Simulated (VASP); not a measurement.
**LiF: relaxation of shape and atoms at fixed volume with PBE**

LiF:

```
Li F
1.0
     5.32937    0.00000    0.00000
     0.00000    5.32937    0.00000
     0.00000    0.00000    2.79281
Li F
4 4
Direct
  0.66329 0.33671 0.25000
  0.33671 0.66329 0.75000
  0.16329 0.16329 0.00000
  0.83671 0.83671 0.50000
  0.83117 0.16883 0.75000
  0.16883 0.83117 0.25000
  0.33117 0.33117 0.50000
  0.66883 0.66883 0.00000
```

* Program: VASP 6.6.1
* Task: relaxation of shape and atoms at fixed volume
* Functional: PBE
* Potentials or basis: VASP PAW PBE potentials, release 64 (Li_sv, F)
* Cutoff: 600 eV
* k mesh: 4 × 4 × 8
* Occupations: gaussian, width 0.02 eV
* Spin: no spin polarisation
* Dipole correction: no
* Further INCAR settings: ALGO = Normal; EDIFF = 1e-07; IBRION = 2; EDIFFG = -0.01; NSW = 50; ISIF = 4

| Quantity | Value |
| --- | --- |
| Pressure after relaxing | 1.3 GPa |
| Largest force after relaxing | 0.010 eV/Å |
| Band gap on the k mesh | 7.51 eV (least direct gap 7.54 eV) |

Forces in eV/Å, atoms in the order of the input:
```
Li  -0.007  0.007  0.000
Li   0.007 -0.007  0.000
Li  -0.007 -0.007  0.000
Li   0.007  0.007  0.000
F   -0.001  0.001  0.000
F    0.001 -0.001  0.000
F   -0.001 -0.001  0.000
F    0.001  0.001  0.000
```

Stress tensor (GPa, compression positive):
```
1.23 0.00 0.00
0.00 1.23 0.00
0.00 0.00 1.45
```

Final structure:
```xyz
8
Lattice="5.3294 0.0000 0.0000 0.0000 5.3294 0.0000 0.0000 0.0000 2.7928" Properties=species:S:1:pos:R:3 pbc="T T T"
Li    3.5349    1.7944    0.6982
Li    1.7944    3.5349    2.0946
Li    0.8703    0.8703    0.0000
Li    4.4591    4.4591    1.3964
F     4.4296    0.8998    2.0946
F     0.8998    4.4296    0.6982
F     1.7649    1.7649    1.3964
F     3.5644    3.5644    0.0000
```

Levels at points of the mesh, in eV from the valence-band top:
| k point | band 18 | band 19 | band 20 | band 21 | band 22 | band 23 |
| --- | --- | --- | --- | --- | --- | --- |
| (0.00, 0.00, 0.00) | -0.10 | -0.05 | -0.03 | 7.51 | 10.51 | 12.21 |
| (0.50, 0.00, 0.00) | -0.18 | -0.03 | -0.03 | 8.76 | 8.76 | 11.58 |
| (0.50, 0.50, 0.00) | -0.05 | -0.04 | -0.04 | 8.99 | 8.99 | 10.85 |
| (0.00, 0.00, 0.50) | -0.49 | -0.08 | -0.08 | 10.97 | 10.97 | 12.29 |
| (0.50, 0.00, 0.50) | -0.58 | -0.19 | -0.19 | 10.95 | 10.95 | 13.25 |
| (0.50, 0.50, 0.50) | -0.45 | -0.45 | -0.45 | 11.91 | 11.91 | 11.91 |

Wall time 95 s on 1 thread of Intel Xeon 8259CL (shared host), peak memory 0.24 GiB.

Caveat: the cutoff is under 1.25 times the usual one of these potentials, so pressure, stress and relaxed cells hold a basis-set (Pulay) error; the relaxation stopped at its first step, so nothing moved. A k mesh can miss the band edges.
